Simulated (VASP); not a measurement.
Input of a VASP 6.6.1 run:

Contents of INCAR:

```
PREC = Accurate
ENCUT = 520
EDIFF = 1E-6
ISMEAR = 0
SIGMA = 0.1
LREAL = F
LASPH = T
NELM = 60
ALGO = Normal
ISIF = 2
LWAVE = F
LCHARG = T
LDIPOL = T
IDIPOL = 3
DIPOL = 0.5 0.5 0.382
GGA = PE
LELF = T
LVHAR = T
LVACPOTAV = T
NBANDS = 46
```

Contents of KPOINTS:

```
Automatic mesh
0
Gamma
  12 12 1
```

File POSCAR:

```
Ru5C
1.0
    2.7197977465      0.0000000000      0.0000000000
   -1.3598988732      2.3554139416      0.0000000000
    0.0000000000      0.0000000000     24.0359895925
Ru C
5 1
Direct
    0.6666666667      0.3333333333      0.1664171132
    0.3333333333      0.6666666667      0.2557968275
    0.6666666667      0.3333333333      0.3452060919
    0.3333333333      0.6666666667      0.4352311869
    0.6666666667      0.3333333333      0.5215507997
    1.3333333333      0.6666666667      0.5692195167
```

Potentials or basis: VASP PAW PBE potentials, release 64 (Ru_pv, C).

Launch:

```console
$ cat potpaw_PBE.64/Ru_pv/POTCAR potpaw_PBE.64/C/POTCAR > POTCAR
$ mpirun -np 1 vasp_std > vasp.out
```

Q: What does it give for the largest force?

A: 1.819 eV/Å.

Q: Predict the band gap on the k mesh.

A: Zero (bands 37 and 38 overlap by 2.34 eV).

Forces in eV/Å, atoms in the order of the input:
```
Ru   0.000  0.000  0.766
Ru   0.000  0.000 -0.380
Ru   0.000  0.000 -0.675
Ru   0.000  0.000 -1.590
Ru   0.000  0.000  1.819
C    0.000  0.000  0.060
```
